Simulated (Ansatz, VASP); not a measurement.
Given: the input of a run of VASP 6.6.1 on Pd.

POSCAR

```
Pd
1.0
   -1.6031178681      1.6031178681      1.6031178681
    1.6031178681     -1.6031178681      1.6031178681
    1.6031178681      1.6031178681     -1.6031178681
Pd
1
Direct
    0.0000000000      0.0000000000      0.0000000000
```

The input INCAR.step1:

```
  PREC = Accurate
  ENCUT = 520
  EDIFF = 1E-5
  ISMEAR = -1
  SIGMA = 0.05
  LREAL = F
  LASPH = T
  NELM = 100
  ALGO = Normal
  ISIF = 2
  LWAVE = T
  NBANDS = 11
  GGA = PE
```

File INCAR.step2:

```
  PREC = Accurate
  ENCUT = 520
  EDIFF = 1E-7
  ISMEAR = -1
  SIGMA = 0.05
  LREAL = F
  LASPH = T
  NELM = 100
  ALGO = Normal
  ISIF = 2
  LWAVE = F
  LCHARG = T
  GGA = PE
  LHFCALC = T
  AEXX = 0.25
  PRECFOCK = Normal
  LELF = T
  LVHAR = T
  NBANDS = 11
  ISTART = 1
```

KPOINTS

```
regular mesh
0
Gamma
  8 8 8
```

Potentials or basis: VASP PAW PBE potentials, release 64 (Pd).

Run with:

```console
$ cat potpaw_PBE.64/Pd/POTCAR > POTCAR
$ cp INCAR.step1 INCAR
$ mpirun -np 1 vasp_std > vasp.out
$ cp INCAR.step2 INCAR
$ mpirun -np 1 vasp_std > vasp.out
```

**Question.** Translate it to Ansatz 0.2.0. Potentials there: Ansatz PAW.

**Answer.** As run (the cutoff follows the program's own potentials):

input

```
crystal:
  lattice:
    - [-1.6031178681, 1.6031178681, 1.6031178681]
    - [1.6031178681, -1.6031178681, 1.6031178681]
    - [1.6031178681, 1.6031178681, -1.6031178681]
  atoms:
    - { symbol: Pd, position: [0.0, 0.0, 0.0] }
hamiltonian:
  xc: pbe0
  pseudopotentials: { kind: paw }
kpoints:
  mp_grid: { grid: [8, 8, 8] }
scf:
  occupations: { method: fermi_dirac, width: 0.05 }
output:
  forces: true
  stress: true
  eigenvalues: true
```

Both were run:

|  | VASP | Ansatz | Ansatz less VASP |
| --- | --- | --- | --- |
| gap on the k mesh at the Fermi level (eV) | none | none | - |
| pressure (GPa) | -11.2 | -11.4 | -0.20 |

A gap of «none» marks a metal or a gap that the smearing closes. VASP's potentials hold 10 valence electrons a cell and Ansatz's 18, so a difference there can come from the potentials and not from the codes.
